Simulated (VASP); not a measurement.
# Br: single point with LDA

The system is Br.

```
Br
1.0
     0.00000    2.75616    2.75616
     2.75616    0.00000    2.75616
     2.75616    2.75616    0.00000
Br
2
Direct
  0.87500 0.87500 0.87500
  0.12500 0.12500 0.12500
```

This cell differs from its parent crystal: volume scaled by 0.55.

| Item | Value |
| --- | --- |
| Program | VASP 6.6.1 |
| Task | single point |
| Functional | LDA |
| Potentials or basis | VASP PAW LDA potentials, release 64 (Br) |
| Cutoff | 520 eV |
| k mesh | 11 × 11 × 11 |
| Occupations | fermi-dirac, width 0.08 eV |
| Spin | no spin polarisation |
| Dipole correction | no |
| Further INCAR settings | ALGO = Normal; EDIFF = 1e-06; NBANDS = 14 |

```
Pressure               : 48.7 GPa
Band gap on the k mesh : zero (band 7 reaches 7.77 eV, above the bottom of band 8 at 3.40 eV)
```

Levels at points of the mesh, in eV from the Fermi level:
```
           k point  band 5  band 6  band 7  band 8  band 9  band 10
(0.00, 0.00, 0.00)   -6.53   -2.87   -2.87   -2.87    3.65     6.96
```

Run time: 33 s on 1 thread of Intel(R) Xeon(R) Platinum 8259CL CPU @ 2.50GHz (Skylake/Cascade Lake) (shared host), peak memory 0.16 GiB.
